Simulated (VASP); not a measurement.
A run of VASP 6.6.1 is set up as follows.

The input INCAR:

```
PREC = Accurate ; ENCUT = 400
EDIFF = 1E-6 ; ISMEAR = -1
SIGMA = 0.1 ; LREAL = False
LASPH = True ; NELM = 120
ALGO = Normal ; ISIF = 2
LWAVE = False ; LCHARG = True
GGA = PS ; LELF = True
LVHAR = True ; NBANDS = 42
GGA_COMPAT = False
```

File KPOINTS:

```
regular mesh
0
Gamma
  1 1 2
```

File POSCAR:

```
KI
1.0
    8.5823940000      0.0000000000      0.0000000000
    0.0000000000      8.5823940000      0.0000000000
    0.0000000000      0.0000000000      4.2911970000
K I
4 4
Direct
   -0.0361752210      0.0039099813     -0.2782279630
   -0.0031402660      0.4522996730      0.0391205531
    0.4174429652     -0.0235554322      0.1362514935
    0.5633672842      0.4723006192      0.0050538346
    0.2868253310      0.2664073684      0.5552702428
    0.2457858495      0.6950618907      0.5048498123
    0.8121799116      0.2804517015      0.4428249274
    0.6732338320      0.7873617781      0.5271869364
```

Potentials or basis: VASP PAW PBE potentials, release 64 (K_sv, I).

Launch:

```bash
$ cat potpaw_PBE.64/K_sv/POTCAR potpaw_PBE.64/I/POTCAR > POTCAR
$ mpirun -np 1 vasp_std > vasp.out
```

Q: What does it give for the largest force?

A: 2.553 eV/Å.

Q: Predict the band gap on the k mesh.

A: 2.64 eV.

Q: Predict the pressure.

A: 3.8 GPa.

Forces in eV/Å, atoms in the order of the input:
```
K    0.655 -0.850  0.458
K    1.737  1.414 -1.224
K    0.024 -0.008 -0.482
K   -0.577  0.284 -0.102
I    0.118 -0.505  0.402
I   -0.791  0.170  0.031
I   -1.537 -0.442  0.709
I    0.371 -0.063  0.208
```

Caveat: the k points lie up to 0.73 Å⁻¹ apart; the PAW data sets were made with another functional, which shifts forces and pressure a little; spin-orbit coupling is left out, which moves the levels of the heavy elements.
